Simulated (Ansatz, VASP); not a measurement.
# One calculation of HfO2, two programs

The input POSCAR:

```
HfO2
1.0
    3.4998810702      0.0000000000      0.0000000000
    0.0000000000      3.4998810702      0.0000000000
    0.0000000000      0.0000000000      5.0059645587
Hf O
2 4
Direct
    0.5000000000      0.5000000000      0.5000000000
    0.0000000000      0.0000000000      0.0000000000
    0.0000000000      0.5000000000      0.7141647857
    0.5000000000      0.0000000000      0.7858352143
    0.5000000000      0.0000000000      0.2858352143
    0.0000000000      0.5000000000      0.2141647857
```

File INCAR.step1:

```
SYSTEM = HfO2
PREC     = Accurate       ! precision mode
ENCUT    = 520            ! plane-wave cutoff, eV
ISMEAR   = 0              ! smearing method
SIGMA    = 0.02           ! smearing width, eV
LREAL    = .FALSE.        ! projectors in reciprocal space
LASPH    = .TRUE.         ! aspherical terms in the spheres
NELM     = 100            ! most SCF steps
NBANDS   = 31             ! bands
GGA      = PE             ! functional
ALGO     = Normal         ! electronic algorithm
EDIFF    = 1E-4           ! SCF threshold, eV
LWAVE    = .TRUE.         ! write WAVECAR
LCHARG   = .FALSE.        ! write CHGCAR
```

The input INCAR.step2:

```
SYSTEM = HfO2
PREC     = Accurate       ! precision mode
ENCUT    = 520            ! plane-wave cutoff, eV
EDIFF    = 1E-6           ! SCF threshold, eV
ISMEAR   = 0              ! smearing method
SIGMA    = 0.02           ! smearing width, eV
LREAL    = .FALSE.        ! projectors in reciprocal space
LASPH    = .TRUE.         ! aspherical terms in the spheres
NELM     = 100            ! most SCF steps
ALGO     = Normal         ! electronic algorithm
ISIF     = 2              ! what is computed and relaxed
LWAVE    = .FALSE.        ! write WAVECAR
LCHARG   = .TRUE.         ! write CHGCAR
METAGGA  = R2SCAN         ! meta-GGA
LMIXTAU  = .TRUE.       
LELF     = .TRUE.         ! ELF
LVHAR    = .TRUE.       
NBANDS   = 31             ! bands
ISTART   = 1
```

File KPOINTS:

```
regular mesh
0
G
  6 6 6
  0 0 0
```

Input for Ansatz:

```yaml
crystal:
  lattice:
    - [3.4998810702, 0.0, 0.0]
    - [0.0, 3.4998810702, 0.0]
    - [0.0, 0.0, 5.0059645587]
  atoms:
    - { symbol: Hf, position: [0.5, 0.5, 0.5] }
    - { symbol: Hf, position: [0.0, 0.0, 0.0] }
    - { symbol: O, position: [0.0, 0.5, 0.7141647857] }
    - { symbol: O, position: [0.5, 0.0, 0.7858352143] }
    - { symbol: O, position: [0.5, 0.0, 0.2858352143] }
    - { symbol: O, position: [0.0, 0.5, 0.2141647857] }
basis:
  ecutwfc: 500
kpoints:
  mp_grid: { grid: [6, 6, 6] }
  band_path: { path: [VBM, CBM], npoints: 2 }
hamiltonian:
  xc: r2scan
scf:
  occupations: { method: gaussian, width: 0.02 }
output:
  forces: true
  stress: true
  eigenvalues: true
checkpoint:
  read: start.run
  write: ck
  compress: false
  write_wavefunctions: false
  write_every: 100000
```

Alike in both runs: task single point; functional r2SCAN; k mesh 6 × 6 × 6; occupations gaussian, width 0.02 eV; no spin polarisation.

|  | VASP | Ansatz |
| --- | --- | --- |
| version | VASP 6.6.1 | Ansatz 0.2.0 |
| potentials or method | VASP PAW PBE potentials, release 64 (Hf_pv, O), cutoff 520 eV | scalar-relativistic, plane waves, PAW |
| valence electrons in the cell | 44 | 76 |

Ansatz gave:

* gap on the k mesh at the Fermi level (eV): 5.11
* least direct gap on the mesh (eV): 5.37
* pressure (GPa): 20.0
* traceless stress, the component that is largest in VASP (GPa): 0.01
* rms of the force components (eV/Å): 0.000

Task: Estimate VASP's values.

Result: gap on the k mesh at the Fermi level (eV): 5.15; least direct gap on the mesh (eV): 5.38; pressure (GPa): 15.7; traceless stress, the component that is largest in VASP (GPa): 0.08; rms of the force components (eV/Å): 0.019.

VASP's potentials were made for PBE, not for r2SCAN. Atom by atom the forces differ by 0.019 eV/Å (rms over components). One of these differences is far larger than is usual between the two programs; its cause wasn't traced. VASP's potentials hold 44 valence electrons a cell and Ansatz's 76, so a difference there can come from the potentials and not from the codes.

Neither program's run includes spin-orbit coupling.
